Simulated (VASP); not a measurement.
# NaH (Pm-3m) in VASP: a series of runs

Runs on NaH. Level: PBE. Tasks: single point.

Everything below comes from runs of VASP 6.6.1. Logs are shortened: lines on timing, memory, paths and dates and some standing lists are left out, and cuts for length are marked.

### Step 1. The cell of the first run

The structure is cubic, space group Pm-3m (No. 221). The conventional cell has a = 2.807 Å, b = 2.807 Å, c = 2.807 Å, α = 90.00°, β = 90.00°, γ = 90.00°. Na (site symmetry m-3m) has 8 H at 2.43 Å and 6 Na at 2.81 Å within 3.2 Å. H (site symmetry m-3m) has 8 Na at 2.43 Å and 6 H at 2.81 Å within 3.2 Å.

### Step 2. Single point, PBE (strain -0.050 along x and y, -0.050 along z)

INCAR reads:

```
SYSTEM = NaH
PREC = Accurate
ENCUT = 520
EDIFF = 1E-6
ISMEAR = 0
SIGMA = 0.05
LREAL = .False.
LASPH = .True.
NELM = 80
ALGO = Normal
ISIF = 2
LWAVE = .False.
LCHARG = .False.
GGA = PE
NBANDS = 11
```

KPOINTS reads:

```
Automatic mesh
0
Gamma
  10 10 10
  0 0 0
```

POSCAR reads:

```
NaH
1.0
    2.8073678000      0.0000000000      0.0000000000
    0.0000000000      2.8073678000      0.0000000000
    0.0000000000      0.0000000000      2.8073678000
Na H
1 1
Direct
    0.0000000000      0.0000000000      0.0000000000
    0.5000000000      0.5000000000      0.5000000000
```

Potentials or basis: VASP PAW PBE potentials, release 64 (Na_pv, H).

The run is started by

```sh
> cat potpaw_PBE.64/Na_pv/POTCAR potpaw_PBE.64/H/POTCAR > POTCAR
> mpirun -np 1 vasp_std > vasp.out
```

OUTCAR:

```text
SYSTEM = NaH
   PREC = Accurate
   ENCUT = 520
   EDIFF = 1E-6
   ISMEAR = 0
   LREAL = .False.
   LASPH = .True.
   NELM = 80
   ISIF = 2
   GGA = PE

 ion  position               nearest neighbor table
   1  0.000  0.000  0.000-
   2  0.500  0.500  0.500-

  LATTYP: Found a simple cubic cell.
 ALAT       =     2.8073678000

  Lattice vectors:

 A1 = (   2.8073678000,   0.0000000000,   0.0000000000)
 A2 = (   0.0000000000,   2.8073678000,   0.0000000000)
 A3 = (   0.0000000000,   0.0000000000,   2.8073678000)

Analysis of symmetry for initial positions (statically):
=====================================================================
 Subroutine PRICEL returns:
 Original cell was already a primitive cell.

 Routine SETGRP: Setting up the symmetry group for a
 simple cubic supercell.

 Subroutine GETGRP returns: Found 48 space group operations
 (whereof 48 operations were pure point group operations)
 out of a pool of 48 trial point group operations.

The static configuration has the point symmetry O_h .

Analysis of symmetry for dynamics (positions and initial velocities):
=====================================================================
 Subroutine PRICEL returns:
 Original cell was already a primitive cell.

 Routine SETGRP: Setting up the symmetry group for a
 simple cubic supercell.

 Subroutine GETGRP returns: Found 48 space group operations
 (whereof 48 operations were pure point group operations)
 out of a pool of 48 trial point group operations.

The dynamic configuration has the point symmetry O_h .

 Subroutine INISYM returns: Found 48 space group operations
 (whereof 48 operations are pure point group operations),
 and found     1 'primitive' translations

----------------------------------------------------------------------------------------

                                     Primitive cell

  volume of cell :      22.1257

  direct lattice vectors                    reciprocal lattice vectors
     2.807367800  0.000000000  0.000000000     0.356205553  0.000000000  0.000000000
     0.000000000  2.807367800  0.000000000     0.000000000  0.356205553  0.000000000
     0.000000000  0.000000000  2.807367800     0.000000000  0.000000000  0.356205553

  length of vectors
     2.807367800  2.807367800  2.807367800     0.356205553  0.356205553  0.356205553

[... 86 lines left out ...]
   ISIF   =      2    stress and relaxation
   ISYM   =      2    0-nonsym 1-usesym 2-fastsym
   POTIM  = 0.5000    time-step for ionic-motion
   TEBEG  =    0.0;   TEEND  =   0.0 temperature during run
   PSTRESS=    0.0 pullay stress
   NELECT =       8.0000    total number of electrons
   NUPDOWN=      -1.0000    fix difference up-down
   EMIN   =  10.00;   EMAX   =-10.00  energy-range for DOS
   EFERMI =   0.00;   METHOD = LEGACY
   ISMEAR =     0;   SIGMA  =   0.05  broadening in eV -4-tet -1-fermi 0-gaus
   EFERMI_NEDOS =   21; number of points for ismear=-14 and -15
   IALGO  =     38    algorithm
   IMIX   =      4    mixing-type and parameters
     AMIX     =   0.40;   BMIX     =  1.00
     AMIX_MAG =   1.60;   BMIX_MAG =  1.00
  volume/ion in A,a.u.               =      11.06        74.66
  Fermi-wavevector in a.u.,A,eV,Ry     =   1.166287  2.203963 18.506996  1.360226
  Thomas-Fermi vector in A             =   2.302802
   LORBIT       =      0    0 simple, 1 ext, 2 COOP (PROOUT), +10 PAW based schemes
   GGA     = PE    functional components
   LHFCALC =     F    Hartree Fock is set to
   AEXX    =    0.0000 exact exchange contribution
   IVDW    =     0    specifies the selected vdW correction
   LEPSILON=     F    determine dielectric tensor
   LRPA    =     F    only Hartree local field effects (RPA)
 non-spin polarized calculation
 Gauss-broadening in eV      SIGMA  =   0.05
  energy-cutoff  :      520.00
  volume of cell :       22.13
 maximum number of plane-waves:       624
 NGX is ok and might be reduce to    24
   NGX = 11   NGY = 11   NGZ = 11

 number of electron       7.9999993 magnetization

 Free energy of the ion-electron system (eV)
  ---------------------------------------------------
  ext. energy  EPLUGINS =         0.00000000
  ---------------------------------------------------
  free energy    TOTEN  =        -4.71511624 eV

  energy without entropy =       -4.71511624  energy(sigma->0) =       -4.71511624

 E-fermi :   2.5039     XC(G=0):  -8.7146

 val. band max:        2.1749118590   @ k =   0.5000   0.5000   0.5000
 cond. band min:       3.2117930108   @ k =   0.5000   0.0000   0.0000
 fundamental gap:      1.0368811518
 Fermi energy:         2.5038545018

 k-point     1 :       0.0000    0.0000    0.0000
  band No.  band energies     occupation
      1     -22.4573      2.00000
      2     -22.4573      2.00000
      3     -22.4573      2.00000
      4      -4.5113      2.00000
      5      12.1830      0.00000
      6      13.7551      0.00000
      7      13.7551      0.00000
      8      15.7990      0.00000
      9      15.7990      0.00000
     10      15.7990      0.00000
     11      30.0549      0.00000
[... 309 lines left out ...]
 k-point    24 :       0.3000    0.1000    0.1000
  band No.  band energies     occupation
      1     -22.6336      2.00000
      2     -22.4662      2.00000
      3     -22.4619      2.00000
      4      -2.7230      2.00000
      5       6.1884      0.00000
      6      12.0595      0.00000
      7      13.1262      0.00000
      8      18.6771      0.00000
      9      18.8520      0.00000
     10      21.9461      0.00000
     11      22.5094      0.00000

 [... further k-points ...]

------------------------ aborting loop because EDIFF is reached ----------------------------------------

  FORCE on cell =-STRESS in cart. coord.  units (eV):
  Direction    XX          YY          ZZ          XY          YZ          ZX
  --------------------------------------------------------------------------------------
  -------------------------------------------------------------------------------------
  Total        0.7167297      0.7167297      0.7167297     -0.0000000      0.0000000     -0.0000000
  in kB       51.9000815     51.9000815     51.9000815     -0.0000000      0.0000000     -0.0000000
  external PRESSURE =      51.9000815 kB  Pullay stress =       0.0000000 kB

 VOLUME and BASIS-vectors are now :
 -----------------------------------------------------------------------------
  energy-cutoff  :      520.00
  volume of cell :       22.13
      direct lattice vectors                 reciprocal lattice vectors
     2.807367800  0.000000000  0.000000000     0.356205553  0.000000000  0.000000000
     0.000000000  2.807367800  0.000000000     0.000000000  0.356205553  0.000000000
     0.000000000  0.000000000  2.807367800     0.000000000  0.000000000  0.356205553

 POSITION                                       TOTAL-FORCE (eV/Angst)
 -----------------------------------------------------------------------------------
      0.00000      0.00000      0.00000         0.000000      0.000000      0.000000
      1.40368      1.40368      1.40368         0.000000      0.000000      0.000000
 -----------------------------------------------------------------------------------
    total drift:                                0.000000      0.000000      0.000000

  FREE ENERGIE OF THE ION-ELECTRON SYSTEM (eV)
  ---------------------------------------------------
  free  energy   TOTEN  =        -4.7151162420 eV

  energy  without entropy=       -4.7151162420  energy(sigma->0) =       -4.71511624
```

OSZICAR:

```text
N       E                     dE             d eps       ncg     rms          rms(c)
DAV:   1     0.374972134815E+02    0.37497E+02   -0.48850E+03  1244   0.843E+02
DAV:   2    -0.395112735124E+01   -0.41448E+02   -0.40678E+02  1308   0.198E+02
DAV:   3    -0.519541663444E+01   -0.12443E+01   -0.12427E+01  1466   0.331E+01
DAV:   4    -0.520251685569E+01   -0.71002E-02   -0.70997E-02  1406   0.235E+00
DAV:   5    -0.520255912829E+01   -0.42273E-04   -0.42272E-04  1403   0.189E-01    0.325E+00
DAV:   6    -0.483697065981E+01    0.36559E+00   -0.32308E-01  1400   0.363E+00    0.158E+00
DAV:   7    -0.471324632221E+01    0.12372E+00   -0.37659E-01  1352   0.282E+00    0.367E-01
DAV:   8    -0.471527832439E+01   -0.20320E-02   -0.90014E-03  1424   0.118E+00    0.757E-02
DAV:   9    -0.471514026298E+01    0.13806E-03   -0.13903E-03  1396   0.411E-01    0.295E-02
DAV:  10    -0.471511563379E+01    0.24629E-04   -0.91767E-05  1363   0.577E-02    0.261E-03
DAV:  11    -0.471511624203E+01   -0.60824E-06   -0.10207E-06  1394   0.698E-03
   1 F= -.47151162E+01 E0= -.47151162E+01  d E =-.450363E-23
```

Run time: 13 s. Hardware: 1 thread of Intel Xeon 8259CL, shared host; peak memory 0.14 GiB.

Results:

* Free energy: -4.7151 eV
* Pressure: 5.2 GPa
* Band gap on the k mesh: 1.04 eV (least direct gap 4.89 eV)

Levels at points of the mesh, in eV from the valence-band top:
```csv
k point,band 1,band 2,band 3,band 4,band 5,band 6,band 7,band 8,band 9
"(0.00, 0.00, 0.00)",-24.63,-24.63,-24.63,-6.69,10.01,11.58,11.58,13.62,13.62
"(0.50, 0.00, 0.00)",-24.91,-24.61,-24.61,-3.85,1.04,12.24,15.17,15.57,15.57
"(0.50, 0.50, 0.00)",-24.86,-24.86,-24.59,-2.06,4.54,4.54,7.60,16.04,20.04
"(0.50, 0.50, 0.50)",-24.82,-24.82,-24.82,0.00,7.10,7.10,7.10,10.09,10.09
```

Caveat: the cell differs from its parent crystal (strain -0.050 along x and y, -0.050 along z); the cell stands under pressure.

### Step 3. Single point, PBE (strain -0.025 along x and y, -0.025 along z)

INCAR reads:

```
PREC = Accurate ; ENCUT = 520
EDIFF = 1E-6 ; ISMEAR = 0
SIGMA = 0.05 ; LREAL = False
LASPH = True ; NELM = 80
ALGO = Normal ; ISIF = 2
LWAVE = False ; LCHARG = False
GGA = PE ; NBANDS = 11
```

KPOINTS reads:

```
Automatic mesh
0
Gamma
  10 10 10
```

POSCAR reads:

```
NaH
1.0
    2.8812459000      0.0000000000      0.0000000000
    0.0000000000      2.8812459000      0.0000000000
    0.0000000000      0.0000000000      2.8812459000
Na H
1 1
Direct
    0.0000000000      0.0000000000      0.0000000000
    0.5000000000      0.5000000000      0.5000000000
```

Potentials or basis: VASP PAW PBE potentials, release 64 (Na_pv, H).

The run is started by

```sh
> cat potpaw_PBE.64/Na_pv/POTCAR potpaw_PBE.64/H/POTCAR > POTCAR
> mpirun -np 1 vasp_std > vasp.out
```

It took 14 s on 1 thread of Intel Xeon 8259CL, shared host; peak memory 0.14 GiB.

Results (log left out):

- Free energy: -4.7574 eV
- Pressure: 2.3 GPa
- Band gap on the k mesh: 1.03 eV (least direct gap 4.66 eV)

Levels at points of the mesh, in eV from the valence-band top:
| k point | band 1 | band 2 | band 3 | band 4 | band 5 | band 6 | band 7 | band 8 | band 9 |
| --- | --- | --- | --- | --- | --- | --- | --- | --- | --- |
| (0.00, 0.00, 0.00) | -24.58 | -24.58 | -24.58 | -6.29 | 9.30 | 11.27 | 11.27 | 13.04 | 13.04 |
| (0.50, 0.00, 0.00) | -24.81 | -24.56 | -24.56 | -3.62 | 1.03 | 11.54 | 14.67 | 15.03 | 15.03 |
| (0.50, 0.50, 0.00) | -24.77 | -24.77 | -24.55 | -1.88 | 4.40 | 4.40 | 7.19 | 15.35 | 19.30 |
| (0.50, 0.50, 0.50) | -24.73 | -24.73 | -24.73 | 0.00 | 7.00 | 7.00 | 7.00 | 9.59 | 9.59 |

Caveat: the cell differs from its parent crystal (strain -0.025 along x and y, -0.025 along z). A k mesh can miss the band edges.
